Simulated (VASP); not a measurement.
# NaH in VASP: notebook

Runs on NaH. Level: PBEsol. Tasks: electric field gradients.

Everything below comes from runs of VASP 6.6.1. Logs are shortened: lines on timing, memory, paths and dates and some standing lists are left out, and cuts for length are marked.

## Step 1: The cell of the first run

The structure is cubic, space group Fm-3m (No. 225). The conventional cell has a = 4.773 Å, b = 4.773 Å, c = 4.773 Å, α = 90.00°, β = 90.00°, γ = 90.00°. Within 3.2 Å of Na (site symmetry m-3m) lie 6 H at 2.39 Å. Within 3.2 Å of H (site symmetry m-3m) lie 6 Na at 2.39 Å.

## Step 2: Electric field gradients, PBEsol

INCAR

```
SYSTEM = NaH
PREC = Accurate ; ENCUT = 520
EDIFF = 1E-8 ; ISMEAR = -1
SIGMA = 0.02 ; LREAL = .FALSE.
LASPH = .TRUE. ; NELM = 60
ALGO = Normal ; ISIF = 2
LWAVE = .FALSE. ; LCHARG = .FALSE.
GGA = PS ; LEFG = .TRUE.
NBANDS = 11
```

KPOINTS

```
Automatic mesh
0
G
  11 11 11
  0 0 0
```

POSCAR

```
NaH
1.0
    0.0000000000      2.3864216652      2.3864216652
    2.3864216652      0.0000000000      2.3864216652
    2.3864216652      2.3864216652      0.0000000000
Na H
1 1
Direct
    0.0000000000      0.0000000000      0.0000000000
    0.5000000000      0.5000000000      0.5000000000
```

Potentials or basis: VASP PAW PBE potentials, release 64 (Na_pv, H).

Run with:

```
cat potpaw_PBE.64/Na_pv/POTCAR potpaw_PBE.64/H/POTCAR > POTCAR
mpirun -np 1 vasp_std > vasp.out
```

OUTCAR:

```text
SYSTEM = NaH
   PREC = Accurate
   ENCUT = 520
   EDIFF = 1E-8
   ISMEAR = -1
   LREAL = .FALSE.
   LASPH = .TRUE.
   NELM = 60
   ISIF = 2
   GGA = PS

 ion  position               nearest neighbor table
   1  0.000  0.000  0.000-
   2  0.500  0.500  0.500-

  LATTYP: Found a face centered cubic cell.
 ALAT       =     4.7728433304

  Lattice vectors:

 A1 = (   0.0000000000,   2.3864216652,   2.3864216652)
 A2 = (   2.3864216652,   0.0000000000,   2.3864216652)
 A3 = (   2.3864216652,   2.3864216652,   0.0000000000)

Analysis of symmetry for initial positions (statically):
=====================================================================
 Subroutine PRICEL returns:
 Original cell was already a primitive cell.

 Routine SETGRP: Setting up the symmetry group for a
 face centered cubic supercell.

 Subroutine GETGRP returns: Found 48 space group operations
[... 9 lines left out ...]

 Routine SETGRP: Setting up the symmetry group for a
 face centered cubic supercell.

 Subroutine GETGRP returns: Found 48 space group operations
[... 11 lines left out ...]
                                     Primitive cell

  volume of cell :      27.1814

  direct lattice vectors                    reciprocal lattice vectors
     0.000000000  2.386421665  2.386421665    -0.209518715  0.209518715  0.209518715
     2.386421665  0.000000000  2.386421665     0.209518715 -0.209518715  0.209518715
     2.386421665  2.386421665  0.000000000     0.209518715  0.209518715 -0.209518715

  length of vectors
     3.374909884  3.374909884  3.374909884     0.362897059  0.362897059  0.362897059

  position of ions in fractional coordinates (direct lattice)
     0.000000000  0.000000000  0.000000000
     0.500000000  0.500000000  0.500000000

  ion indices of the primitive-cell ions
   primitive index   ion index
                 1           1
                 2           2

----------------------------------------------------------------------------------------

 KPOINTS: Automatic mesh

Automatic generation of k-mesh.
 Grid dimensions read from file:
 generate k-points for:   11   11   11

 Generating k-lattice:

  Cartesian coordinates                     Fractional coordinates (reciprocal lattice)
    -0.019047156  0.019047156  0.019047156     0.090909091  0.000000000  0.000000000
     0.019047156 -0.019047156  0.019047156     0.000000000  0.090909091  0.000000000
     0.019047156  0.019047156 -0.019047156     0.000000000  0.000000000  0.090909091

  Length of vectors
     0.032990642  0.032990642  0.032990642

  Shift w.r.t. Gamma in fractional coordinates (k-lattice)
     0.000000000  0.000000000  0.000000000

 Subroutine IBZKPT returns following result:
 ===========================================

 Found     56 irreducible k-points:

 Following reciprocal coordinates:
            Coordinates               Weight
  0.000000  0.000000  0.000000      1.000000
  0.090909  0.000000  0.000000      8.000000
  0.181818  0.000000  0.000000      8.000000
  0.272727  0.000000  0.000000      8.000000
  0.363636  0.000000  0.000000      8.000000
  0.454545  0.000000  0.000000      8.000000
[... 16 lines left out ...]
 -0.272727  0.181818  0.000000     24.000000
 -0.181818  0.181818  0.000000     12.000000
 [... further k-points ...]
   k-points           NKPTS =     56   k-points in BZ     NKDIM =     56   number of bands    NBANDS=     11
   number of dos      NEDOS =    301   number of ions     NIONS =      2
   total plane-waves  NPLWV =  21952
   dimension x,y,z NGX =    28 NGY =   28 NGZ =   28
   dimension x,y,z NGXF=    56 NGYF=   56 NGZF=   56
   ions per type =               1   1
   NGX,Y,Z   is equivalent  to a cutoff of  13.79, 13.79, 13.79 a.u.
   NGXF,Y,Z  is equivalent  to a cutoff of  27.59, 27.59, 27.59 a.u.
 SYSTEM =  NaH
   PREC   = accura    normal or accurate (medium, high low for compatibility)
   ISTART =      0    job   : 0-new  1-cont  2-samecut
   ICHARG =      2    charge: 1-file 2-atom 10-const
   ISPIN  =      1    spin polarized calculation?
   LNONCOLLINEAR =      F non collinear calculations
   LSORBIT =      F    spin-orbit coupling
   LASPH  =      T    aspherical Exc in radial PAW
   ENCUT  =  520.0 eV  38.22 Ry    6.18 a.u.   6.28  6.28  6.28*2*pi/ulx,y,z
   NELM   =     60;   NELMIN=  2; NELMDL= -5     # of ELM steps
   EDIFF  = 0.1E-07   stopping-criterion for ELM
   LREAL  =      F    real-space projection
   EDIFFG = 0.1E-06   stopping-criterion for IOM
   NSW    =      0    number of steps for IOM
   IBRION =     -1    ionic relax: 0-MD 1-quasi-New 2-CG
   NFREE  =      0    steps in history (QN), initial steepest desc. (CG)
   ISIF   =      2    stress and relaxation
   ISYM   =      2    0-nonsym 1-usesym 2-fastsym
   POTIM  = 0.5000    time-step for ionic-motion
   TEBEG  =    0.0;   TEEND  =   0.0 temperature during run
   PSTRESS=    0.0 pullay stress
   NELECT =       8.0000    total number of electrons
   NUPDOWN=      -1.0000    fix difference up-down
   EMIN   =  10.00;   EMAX   =-10.00  energy-range for DOS
   EFERMI =   0.00;   METHOD = LEGACY
   ISMEAR =    -1;   SIGMA  =   0.02  broadening in eV -4-tet -1-fermi 0-gaus
   EFERMI_NEDOS =   21; number of points for ismear=-14 and -15
   IALGO  =     38    algorithm
   IMIX   =      4    mixing-type and parameters
     AMIX     =   0.40;   BMIX     =  1.00
     AMIX_MAG =   1.60;   BMIX_MAG =  1.00
  volume/ion in A,a.u.               =      13.59        91.71
  Fermi-wavevector in a.u.,A,eV,Ry     =   1.088966  2.057847 16.134427  1.185847
  Thomas-Fermi vector in A             =   2.225159
   LORBIT       =      0    0 simple, 1 ext, 2 COOP (PROOUT), +10 PAW based schemes
   GGA     = PS    functional components
   LHFCALC =     F    Hartree Fock is set to
   AEXX    =    0.0000 exact exchange contribution
   IVDW    =     0    specifies the selected vdW correction
   LEPSILON=     F    determine dielectric tensor
   LRPA    =     F    only Hartree local field effects (RPA)
 non-spin polarized calculation
  energy-cutoff  :      520.00
  volume of cell :       27.18
 maximum number of plane-waves:       748
 NGX is ok and might be reduce to    28
   NGX = 13   NGY = 13   NGZ = 13

 number of electron       7.9999992 magnetization

 Free energy of the ion-electron system (eV)
  ---------------------------------------------------
  ext. energy  EPLUGINS =         0.00000000
  ---------------------------------------------------
  free energy    TOTEN  =        -5.08549813 eV

  energy without entropy =       -5.08549813  energy(sigma->0) =       -5.08549813

 E-fermi :  -0.5335     XC(G=0):  -8.0180

 val. band max:       -1.0155998620   @ k =  -0.2727   0.4545   0.1818
 cond. band min:       2.8149989412   @ k =  -0.4545   0.0909   0.0000
 fundamental gap:      3.8305988033
 Fermi energy:        -0.5335296397

 k-point     1 :       0.0000    0.0000    0.0000
  band No.  band energies     occupation
      1     -22.9091      2.00000
      2     -22.9091      2.00000
      3     -22.9091      2.00000
      4      -4.8047      2.00000
      5       9.7730      0.00000
      6      14.7013      0.00000
      7      14.7013      0.00000
      8      14.7013      0.00000
      9      15.7422      0.00000
     10      15.7422      0.00000
     11      15.7422      0.00000

 k-point     2 :       0.0909    0.0000    0.0000
  band No.  band energies     occupation
      1     -22.9180      2.00000
      2     -22.9102      2.00000
      3     -22.9102      2.00000
      4      -4.6557      2.00000
      5       9.2660      0.00000
      6      12.7488      0.00000
      7      14.1890      0.00000
      8      14.1890      0.00000
      9      16.3637      0.00000
     10      16.3637      0.00000
     11      16.4782      0.00000

 k-point     3 :       0.1818    0.0000    0.0000
  band No.  band energies     occupation
      1     -22.9417      2.00000
      2     -22.9129      2.00000
      3     -22.9129      2.00000
      4      -4.2199      2.00000
      5       7.7698      0.00000
      6      11.2521      0.00000
      7      13.5296      0.00000
      8      13.5296      0.00000
      9      16.9179      0.00000
     10      16.9179      0.00000
     11      17.4001      0.00000
[... 267 lines left out ...]
 k-point    23 :      -0.2727    0.1818    0.0000
  band No.  band energies     occupation
      1     -22.9872      2.00000
      2     -22.9416      2.00000
      3     -22.9198      2.00000
      4      -2.5795      2.00000
      5       4.8960      0.00000
      6       7.3280      0.00000
      7      12.6020      0.00000
      8      12.9928      0.00000
      9      17.0396      0.00000
     10      17.0453      0.00000
     11      19.1251      0.00000

 k-point    24 :      -0.1818    0.1818    0.0000
  band No.  band energies     occupation
      1     -22.9694      2.00000
      2     -22.9326      2.00000
      3     -22.9155      2.00000
      4      -3.3216      2.00000
      5       6.2100      0.00000
      6       8.1815      0.00000
      7      13.2577      0.00000
      8      13.5562      0.00000
      9      16.4278      0.00000
     10      17.6164      0.00000
     11      17.7835      0.00000

 [... further k-points ...]
[... 5 lines left out ...]
  --------------------------------------------------------------------------------------
  -------------------------------------------------------------------------------------
  Total        0.0486720      0.0486720      0.0486720     -0.0000000      0.0000000      0.0000000
  in kB        2.8689174      2.8689174      2.8689174     -0.0000000      0.0000000      0.0000000
  external PRESSURE =       2.8689174 kB  Pullay stress =       0.0000000 kB

 VOLUME and BASIS-vectors are now :
 -----------------------------------------------------------------------------
  energy-cutoff  :      520.00
  volume of cell :       27.18
      direct lattice vectors                 reciprocal lattice vectors
     0.000000000  2.386421665  2.386421665    -0.209518715  0.209518715  0.209518715
     2.386421665  0.000000000  2.386421665     0.209518715 -0.209518715  0.209518715
     2.386421665  2.386421665  0.000000000     0.209518715  0.209518715 -0.209518715

 POSITION                                       TOTAL-FORCE (eV/Angst)
 -----------------------------------------------------------------------------------
      0.00000      0.00000      0.00000        -0.000000      0.000000     -0.000000
      2.38642      2.38642      2.38642         0.000000      0.000000      0.000000
 -----------------------------------------------------------------------------------
    total drift:                               -0.000000     -0.000000     -0.000000

  FREE ENERGIE OF THE ION-ELECTRON SYSTEM (eV)
  ---------------------------------------------------
  free  energy   TOTEN  =        -5.0854981345 eV

  energy  without entropy=       -5.0854981345  energy(sigma->0) =       -5.08549813

 Electric field gradients (V/A^2)
---------------------------------------------------------------------
 ion       V_xx      V_yy      V_zz      V_xy      V_xz      V_yz
---------------------------------------------------------------------
   1       0.000    -0.000     0.000    -0.001    -0.001    -0.001
   2      -0.000     0.000    -0.000     0.001     0.001     0.001
---------------------------------------------------------------------

 Electric field gradients after diagonalization (V/A^2)
 (convention: |V_zz| > |V_xx| > |V_yy|)
----------------------------------------------------------------------
 ion       V_xx      V_yy      V_zz     asymmetry (V_yy - V_xx)/ V_zz
----------------------------------------------------------------------
   1       0.001     0.001    -0.003       0.000
   2      -0.001    -0.001     0.002       0.000
----------------------------------------------------------------------

           NMR quadrupolar parameters

 Cq : quadrupolar parameter    Cq=e*Q*V_zz/h
 eta: asymmetry parameters     (V_yy - V_xx)/ V_zz
 Q  : nuclear electric quadrupole moment in mb (millibarn)
----------------------------------------------------------------------
 ion       Cq(MHz)       eta       Q (mb)
----------------------------------------------------------------------
   1      -0.000       0.000       1.000
   2       0.000       0.000       1.000
----------------------------------------------------------------------
```

It took 10 s on 1 thread of Intel Xeon Platinum 8559C (Emerald Rapids), shared host; peak memory 0.16 GiB.

What came out:

```
Free energy            : -5.0855 eV
Pressure               : 0.3 GPa
Band gap on the k mesh : 3.83 eV, indirect (least direct gap 4.64 eV)
```

Caveat: without QUAD_EFG the Cq values of the log hold for a quadrupole moment of 1 mb, not for the nuclei; the PAW data sets were made with another functional, which shifts forces and pressure a little.

[end of part 1 of 3]
